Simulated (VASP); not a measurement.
Input of a VASP 6.6.1 run:

The input INCAR:

```
SYSTEM = HfCl7
  PREC = Accurate
  ENCUT = 520
  EDIFF = 1E-6
  ISMEAR = 0
  SIGMA = 0.1
  LREAL = .FALSE.
  LASPH = .TRUE.
  NELM = 100
  ALGO = Normal
  ISIF = 2
  LWAVE = .FALSE.
  LCHARG = .FALSE.
  GGA = PE
  NBANDS = 40
```

KPOINTS

```
regular mesh
0
G
  8 8 8
  0 0 0
```

POSCAR

```
HfCl7
1.0
    0.0000000000      4.2883559284      4.2883559284
    4.2883559284      0.0000000000      4.2883559284
    4.2883559284      4.2883559284      0.0000000000
Hf Cl
1 7
Direct
    0.0000000000      0.0000000000      0.0000000000
    0.5000000000      0.0000000000      0.0000000000
    0.0000000000      0.5000000000      0.5000000000
    0.0000000000      0.5000000000      0.0000000000
    0.5000000000      0.0000000000      0.5000000000
    0.0000000000      0.0000000000      0.5000000000
    0.5000000000      0.5000000000      0.0000000000
    0.5000000000      0.5000000000      0.5000000000
```

Potentials or basis: VASP PAW PBE potentials, release 64 (Hf_pv, Cl).

The run is started by

```bash
$ cat potpaw_PBE.64/Hf_pv/POTCAR potpaw_PBE.64/Cl/POTCAR > POTCAR
$ mpirun -np 1 vasp_std > vasp.out
```

**Question.** What does it give for the pressure?

**Answer.** -0.3 GPa.

Caveat: an odd number of electrons without spin polarisation forces a metal; a magnetic or distorted state may lie lower.
